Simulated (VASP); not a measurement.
Here is a VASP 6.6.1 calculation.

INCAR

```
SYSTEM = TiH
ALGO     = Normal         ! electronic algorithm
EDIFF    = 1E-6           ! SCF threshold, eV
ENCUT    = 520            ! plane-wave cutoff, eV
GGA      = PS             ! functional
ISIF     = 2              ! what is computed and relaxed
ISMEAR   = 0              ! smearing method
LASPH    = .TRUE.         ! aspherical terms in the spheres
LCHARG   = .FALSE.        ! write CHGCAR
LREAL    = .FALSE.        ! projectors in reciprocal space
LWAVE    = .FALSE.        ! write WAVECAR
NBANDS   = 21             ! bands
NELM     = 100            ! most SCF steps
PREC     = Accurate       ! precision mode
SIGMA    = 0.1            ! smearing width, eV
```

KPOINTS

```
k-points
0
G
  14 14 10
  0 0 0
```

POSCAR

```
TiH
1.0
    2.0407676183      2.0407676183      0.0000000000
   -2.0407676183      2.0407676183      0.0000000000
    0.0000000000      0.0000000000      4.1809838109
Ti H
2 2
Direct
    0.0000000000      0.0000000000      0.0000000000
    0.5000000000      0.5000000000      0.5000000000
    0.5000000000      0.5000000000      0.0000000000
    0.0000000000      0.0000000000      0.5000000000
```

Potentials or basis: VASP PAW PBE potentials, release 64 (Ti_sv, H).

Run with:

```sh
$ cat potpaw_PBE.64/Ti_sv/POTCAR potpaw_PBE.64/H/POTCAR > POTCAR
$ mpirun -np 1 vasp_std > vasp.out
```

Problem. Estimate the pressure.

Solution. 3.1 GPa.

Problem. What does it give for the band gap on the k mesh?

Solution. Zero (bands 13 and 14 overlap by 2.81 eV).

Stress tensor (GPa, compression positive):
```
3.17 0.00 0.00
0.00 3.17 0.00
0.00 0.00 3.02
```

Caveat: the cell differs from its parent crystal (biaxial strain in the a-b plane: -1.5 %); the cell stands under pressure; the PAW data sets were made with another functional, which shifts forces and pressure a little.
